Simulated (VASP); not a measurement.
Set up this calculation in VASP 6.6.1, as the native input.

| Property | Result |
| --- | --- |
| Task | relaxation of cell and atoms |
| Functional | PBE |
| Potentials or basis | VASP PAW PBE potentials, release 64 (Mg, Cd, S) |
| Cutoff | 600 eV |
| k mesh | 6 × 6 × 10 |
| Occupations | gaussian, width 0.1 eV |
| Spin | no spin polarisation |
| Dipole correction | no |
| Further INCAR settings | ALGO = Normal; EDIFF = 1e-07; IBRION = 2; EDIFFG = -0.01; NSW = 100; ISIF = 3 |

The structure of MgCdS4 lies in POSCAR:

```
MgCdS4
1.0
    5.8609733392      0.0000000000      0.0000000000
   -2.9304866696      5.0757518026      0.0000000000
    0.0000000000      0.0000000000      4.0938322320
Mg Cd S
1 1 4
Direct
    0.0000000000      0.0000000000      0.0000000000
    0.6666666667      0.3333333333      0.0000000000
    0.3333333333      0.6666666667      0.0000000000
    0.6718115287      0.8359057644      0.5000000000
    0.1640942356      0.8359057644      0.5000000000
    0.1640942356      0.3281884713      0.5000000000
```

The cell was generated, and may not be a known phase.

One way to write it, as run:

INCAR

```
SYSTEM = MgCdS4
ALGO = Normal ; EDIFF = 1E-7
EDIFFG = -0.01 ; ENCUT = 600
GGA = PE ; IBRION = 2
ISIF = 3 ; ISMEAR = 0
LASPH = .TRUE. ; LCHARG = .FALSE.
LREAL = .FALSE. ; LWAVE = .FALSE.
NELM = 80 ; NSW = 100
PREC = Accurate ; SIGMA = 0.1
```

KPOINTS

```
k-points
0
G
  6 6 10
  0 0 0
```

Potentials or basis: VASP PAW PBE potentials, release 64 (Mg, Cd, S).

The run is started by

```console
$ cat potpaw_PBE.64/Mg/POTCAR potpaw_PBE.64/Cd/POTCAR potpaw_PBE.64/S/POTCAR > POTCAR
$ mpirun -np 1 vasp_std > vasp.out
```

Results of the run:

* Relaxed volume: 21.43 Å³/atom
* Relaxed cell: a = 6.835 Å, b = 6.835 Å, c = 3.178 Å, α = 90.00°, β = 90.00°, γ = 120.00°
* Space group after relaxing (to 0.1 Å): P-6m2 (No. 187)
* Energy gained by relaxing: 241.4 meV/atom
* Ionic steps: 38
* Pressure after relaxing: 0.0 GPa
* Largest force after relaxing: 0.009 eV/Å
* Band gap on the k mesh: zero (bands 19 and 20 overlap by 0.31 eV)

Caveat: semilocal functionals underestimate gaps, and a narrow one can read as zero; a cell axis changed by over 15 % at a fixed basis, so the end point is rough.

Run time: 48 min on 1 thread of Intel(R) Xeon(R) Platinum 8488C (Sapphire Rapids) (shared host), peak memory 0.39 GiB.
